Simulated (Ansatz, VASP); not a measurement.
## Two plane-wave programs on HfCuSi3

```xyz
5
Lattice="3.7119 0.0000 0.0000 0.0000 3.7119 0.0000 0.0000 0.0000 6.0393" Properties=species:S:1:pos:R:3 pbc="T T T"
Hf    0.0000    0.0000    0.1718
Si    1.8559    1.8559    0.1271
Si    0.0000    1.8559    2.3214
Si    1.8559    0.0000    2.3214
Cu    1.8559    1.8559    3.8759
```

Alike in both runs: functional PBE; k mesh 10 × 10 × 6; occupations gaussian, width 0.1 eV; no spin polarisation.

Ansatz relaxed the structure, and its values are those at the end. VASP's run is a single point on that final structure, the one shown.

|  | VASP | Ansatz |
| --- | --- | --- |
| version | VASP 6.6.1 | Ansatz 0.2.0 |
| potentials or method | VASP PAW PBE potentials, release 64 (Hf_pv, Si, Cu), cutoff 520 eV | scalar-relativistic, plane waves, PAW |
| valence electrons in the cell | 33 | 57 |

|  | VASP | Ansatz | Ansatz less VASP |
| --- | --- | --- | --- |
| gap on the k mesh at the Fermi level (eV) | none | none | - |
| pressure (GPa) | 0.1 | 0.0 | -0.11 |
| rms of the force components (eV/Å) | 0.016 | 0.000 | -0.0162 |

A gap of «none» marks a metal or a gap that the smearing closes. With one functional, cell and mesh, what is left measures potentials, basis and numerics. VASP's potentials hold 33 valence electrons a cell and Ansatz's 57, so a difference there can come from the potentials and not from the codes.

Neither program's run includes spin-orbit coupling.
